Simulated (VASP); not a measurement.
**CuCl (zinc blende type): single point with HSE06**

The system is CuCl (zinc blende type).

```xyz
2
Lattice="0.0000 2.6357 2.6357 2.6357 0.0000 2.6357 2.6357 2.6357 0.0000" Properties=species:S:1:pos:R:3 pbc="T T T"
Cu    0.0000    0.0000    0.0000
Cl    1.3179    1.3179    1.3179
```

| Item | Value |
| --- | --- |
| Program | VASP 6.6.1 |
| Task | single point |
| Functional | HSE06 |
| Potentials or basis | VASP PAW PBE potentials, release 64 (Cu, Cl) |
| Cutoff | 520 eV |
| k mesh | 4 × 4 × 4 |
| Occupations | fermi-dirac, width 0.05 eV |
| Spin | no spin polarisation |

| Quantity | Value |
| --- | --- |
| Pressure | 5.7 GPa |
| Band gap on the k mesh | 2.45 eV |

Levels at points of the mesh, in eV from the valence-band top:
```
           k point  band 7  band 8  band 9  band 10  band 11  band 12
(0.00, 0.00, 0.00)    0.00    0.00    0.00     2.45     8.62     8.62
(0.50, 0.00, 0.00)   -1.99   -0.78   -0.78     4.88     9.01     9.04
(0.50, 0.50, 0.00)   -1.87   -1.63   -1.63     4.91     6.46    11.22
```

Wall time 12 min on 1 thread of Intel Xeon 8259CL, on a shared host, peak memory 0.26 GiB.

Caveat: the k points lie up to 0.52 Å⁻¹ apart; the PAW data sets were made with another functional, which shifts forces and pressure a little.
